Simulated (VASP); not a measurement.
Here is a VASP 6.6.1 calculation.

INCAR

```
PREC = Accurate ; ENCUT = 520
EDIFF = 1E-6 ; ISMEAR = 0
SIGMA = 0.02 ; LREAL = False
LASPH = True ; NELM = 60
ALGO = Normal ; ISIF = 2
LWAVE = False ; LCHARG = False
GGA = PE ; NBANDS = 16
```

The input KPOINTS:

```
Automatic mesh
0
Gamma
  12 12 12
```

The input POSCAR:

```
CdSe
1.0
   -2.1462654770      2.1462654770      3.0320037252
    2.1462654770     -2.1462654770      3.0320037252
    2.1462654770      2.1462654770     -3.0320037252
Cd Se
1 1
Direct
    0.0000000000      0.0000000000      0.0000000000
    0.2500000000      0.7500000000      0.5000000000
```

Potentials or basis: VASP PAW PBE potentials, release 64 (Cd, Se).

Command:

```console
$ cat potpaw_PBE.64/Cd/POTCAR potpaw_PBE.64/Se/POTCAR > POTCAR
$ mpirun -np 1 vasp_std > vasp.out
```

Problem. Predict the band gap on the k mesh.

Solution. 0.62 eV, direct.

Problem. Predict the pressure.

Solution. 3.6 GPa.
